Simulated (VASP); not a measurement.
Crystal: Si2Sn.

```
Si Sn
1.0
     0.01198    3.77908   -0.03678
    -0.03782   -0.04488    4.67056
     7.80266    0.02397   -0.06198
Si Sn
4 2
Direct
  0.50421 0.02343 0.24427
  0.50612 0.98699 0.73946
  0.51966 0.48415 0.27908
  0.44877 0.50490 0.73552
  0.00909 0.50640 0.49066
  0.01215 0.49413 0.01101
```

```yaml
Program: VASP 6.6.1
Task: relaxation of cell and atoms
Functional: PBE
Potentials_or_basis: VASP PAW PBE potentials, release 64 (Si, Sn_d)
Cutoff: 600 eV
k_mesh: 6 × 6 × 4
Occupations: gaussian, width 0.2 eV
Spin: no spin polarisation
```

At the start: pressure 4.6 GPa; volume 22.95 Å³/atom.

Problem. Where does the relaxation end?

Solution. Over 71 steps the energy falls by 540.3 meV/atom and the volume is 22.55 Å³/atom (-1.7 %); space group P1 (No. 1, to 0.1 Å) before, C222 (No. 21, to 0.1 Å).

Step by step:
| step | energy change (eV) | largest force (eV/Å) | pressure (GPa) | volume (Å³) |
| --- | --- | --- | --- | --- |
| 1 | 0.0000 | 2.6822 | 4.59 | 137.70 |
| 3 | -0.4958 | 0.7006 | -1.34 | 148.92 |
| 5 | -0.5918 | 0.5446 | 0.05 | 145.66 |
| 7 | -0.6835 | 0.5767 | 0.48 | 143.07 |
| 9 | -0.7119 | 0.3333 | -0.12 | 143.85 |
| 11 | -0.7370 | 0.4566 | 0.27 | 143.38 |
| 13 | -0.7935 | 0.4693 | -0.14 | 144.27 |
| 15 | -0.8571 | 1.9567 | -1.99 | 148.16 |
| 17 | -0.8894 | 1.2800 | -1.40 | 146.72 |
| 19 | -0.9818 | 1.5740 | -1.65 | 146.16 |
| 21 | -0.9851 | 3.1890 | -1.22 | 143.57 |
| 23 | -1.1642 | 2.1239 | -1.75 | 144.59 |
| 25 | -1.2045 | 2.3998 | -1.13 | 141.49 |
| 27 | -1.3144 | 2.0889 | -1.55 | 142.53 |
| 29 | -1.7102 | 0.8910 | -1.17 | 139.25 |
| 31 | -1.9488 | 1.0279 | 0.47 | 134.98 |
| 33 | -2.0828 | 0.5107 | -0.31 | 136.07 |
| 35 | -2.1771 | 0.4902 | -0.24 | 134.18 |
| 37 | -2.2090 | 0.4416 | 0.17 | 132.94 |
| 39 | -2.2517 | 0.3172 | 0.20 | 133.10 |
| 41 | -2.3126 | 0.2912 | -0.29 | 134.81 |
| 43 | -2.3497 | 0.3313 | 0.26 | 133.80 |
| 45 | -2.4271 | 0.7204 | 0.82 | 132.57 |
| 47 | -2.5574 | 1.1180 | 0.01 | 134.35 |
| 49 | -2.8526 | 0.7625 | -0.32 | 136.06 |
| 51 | -2.9474 | 0.6785 | -0.67 | 136.74 |
| 53 | -3.0254 | 0.6137 | -0.15 | 135.06 |
| 55 | -3.1048 | 0.3076 | 0.38 | 133.45 |
| 57 | -3.1503 | 0.2531 | -0.16 | 134.79 |
| 59 | -3.1720 | 0.3541 | 0.28 | 134.24 |
| 61 | -3.2020 | 0.3023 | -0.14 | 135.32 |
| 63 | -3.2183 | 0.2489 | -0.09 | 135.36 |
| 65 | -3.2353 | 0.1316 | 0.01 | 135.27 |
| 67 | -3.2411 | 0.0354 | -0.01 | 135.28 |
| 69 | -3.2416 | 0.0303 | 0.01 | 135.26 |
| 71 | -3.2417 | 0.0209 | -0.01 | 135.33 |

Final structure:
```
CELL_PARAMETERS angstrom
-0.01938 4.16757 -1.02477
-0.08213 -0.92669 3.83615
8.99299 0.09809 0.21412
ATOMIC_POSITIONS crystal
Si 0.49876 0.00067 0.17575
Si 0.49892 0.99984 0.67545
Si 0.50085 0.50153 0.32450
Si 0.50146 0.50083 0.82433
Sn 0.99965 0.49902 0.49988
Sn 0.00036 0.49811 0.00009
```

Caveat: a cell axis changed by over 15 % at a fixed basis, so the end point is rough.
